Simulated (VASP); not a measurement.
## SrO (dlda): vibrations by perturbation theory with LDA

The system is SrO (dlda).

```
Sr O
1.0
     0.00000    2.53234    2.53234
     2.53234    0.00000    2.53234
     2.53234    2.53234    0.00000
Sr O
1 1
Direct
  0.00000 0.00000 0.00000
  0.50000 0.50000 0.50000
```

```yaml
Program: VASP 6.6.1
Task: vibrations by perturbation theory
Functional: LDA
Potentials_or_basis: VASP PAW LDA potentials, release 64 (Sr_sv, O)
Cutoff: 520 eV
k_mesh: 8 × 8 × 8
Occupations: gaussian, width 0.01 eV
Spin: no spin polarisation
Dipole_correction: no
Further_INCAR_settings: ALGO = Normal; EDIFF = 1e-08; IBRION = 8; NSW = 1
```

- Electronic dielectric tensor (diagonal): 3.91
- Born charges (mean of the diagonal): Sr +2.48; O -2.48 e
- Highest phonon frequency at Γ, LO-TO splitting left out: 224 cm⁻¹

Phonon frequencies in cm⁻¹ (negative: imaginary):
```tsv
q point	frequencies
(0.000, 0.000, 0.000)	0 0 0 224 224 224
```

Electronic dielectric tensor:
```
3.91 0.00 0.00
0.00 3.91 0.00
0.00 0.00 3.91
```

Born effective charge tensors (e):
atom 1, Sr
```
2.48 0.00 0.00
0.00 2.48 0.00
0.00 0.00 2.48
```
atom 2, O
```
-2.48  0.00  0.00
 0.00 -2.48  0.00
 0.00  0.00 -2.48
```

Wall time 3.1 min on 1 thread of Intel(R) Xeon(R) Platinum 8488C (Sapphire Rapids) (shared host), peak memory 0.21 GiB.
